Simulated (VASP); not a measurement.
# EuS3: single point with PBE

Crystal: EuS3.

```xyz
4
Lattice="-2.7071 2.7464 3.8219 2.7071 -2.7464 3.8219 2.7071 2.7464 -3.8219" Properties=species:S:1:pos:R:3 pbc="T T T"
Eu    0.0000    0.0000    3.8219
S     0.0000    0.0000    1.0227
S     0.0000    0.0000    6.6210
S     2.7071    0.0000    0.0000
```

The cell was built from a structure type or drawn by symmetry, and may not be a known phase.

```
Program             : VASP 6.6.1
Task                : single point
Functional          : PBE
Potentials or basis : VASP PAW PBE potentials, release 64 (Eu, S)
Cutoff              : 520 eV
k mesh              : 4 × 4 × 4
Occupations         : gaussian, width 0.1 eV
Spin                : collinear spin, ferromagnetic start
Starting moments    : [7.0, 0.0, 0.0, 0.0] μB
```

```
Pressure                                              : -0.3 GPa
Largest force                                         : 0.140 eV/Å
Net moment                                            : 6.13 μB per cell
Site moments                                          : Eu +6.50; S -0.10, -0.25 (each value once) μB
Valence electrons inside the program's atomic spheres : Eu 14.71; S 3.65, 3.66 (each value once)
```

Forces in eV/Å, atoms in the order of the input:
```
Eu   0.000  0.000  0.000
S    0.000  0.000 -0.140
S    0.000  0.000  0.140
S    0.000  0.000  0.000
```

Stress tensor (GPa, compression positive):
```
-0.06  0.00  0.00
 0.00 -0.27  0.00
 0.00  0.00 -0.52
```

Levels at points of the mesh, in eV from the Fermi level:
Spin up:
| k point | band 17 | band 18 | band 19 | band 20 | band 21 | band 22 | band 23 | band 24 | band 25 | band 26 |
| --- | --- | --- | --- | --- | --- | --- | --- | --- | --- | --- |
| (0.00, 0.00, 0.00) | -0.41 | -0.40 | -0.38 | -0.31 | -0.07 | 1.31 | 1.63 | 1.90 | 2.87 | 3.80 |
| (0.50, 0.00, 0.00) | -0.42 | -0.41 | -0.39 | -0.26 | -0.17 | 0.73 | 1.02 | 2.49 | 3.02 | 4.04 |
| (0.00, 0.50, 0.00) | -0.42 | -0.33 | -0.33 | -0.26 | 0.15 | 0.65 | 1.07 | 2.31 | 2.35 | 3.15 |
| (0.50, 0.50, 0.00) | -0.45 | -0.43 | -0.41 | -0.40 | -0.36 | 0.54 | 2.70 | 2.95 | 3.71 | 3.75 |
| (0.50, 0.50, 0.50) | -0.42 | -0.42 | -0.40 | -0.29 | 0.11 | 1.45 | 1.65 | 2.51 | 2.81 | 3.04 |
Spin down:
```tsv
k point	band 12	band 13	band 14	band 15	band 16	band 17
(0.00, 0.00, 0.00)	-1.86	-1.73	-1.49	1.09	1.68	2.37
(0.50, 0.00, 0.00)	-1.80	-1.34	-1.01	0.79	0.99	3.06
(0.00, 0.50, 0.00)	-1.91	-1.90	-0.73	0.65	0.92	2.86
(0.50, 0.50, 0.00)	-3.15	-2.11	-0.70	0.42	2.58	3.64
(0.50, 0.50, 0.50)	-1.23	-0.95	-0.49	1.01	1.83	2.61
```

It took 4.8 min on 1 thread of Intel Xeon 8259CL, on a shared host, peak memory 0.35 GiB.

Caveat: spin-orbit coupling is left out, which moves the levels of the heavy elements; a cell with one magnetic atom can't hold antiferromagnetic order, which such compounds often take; semilocal functionals describe open f shells poorly, which spoils levels, moments and volumes. The state reached can hang on the start; a lower one may exist.
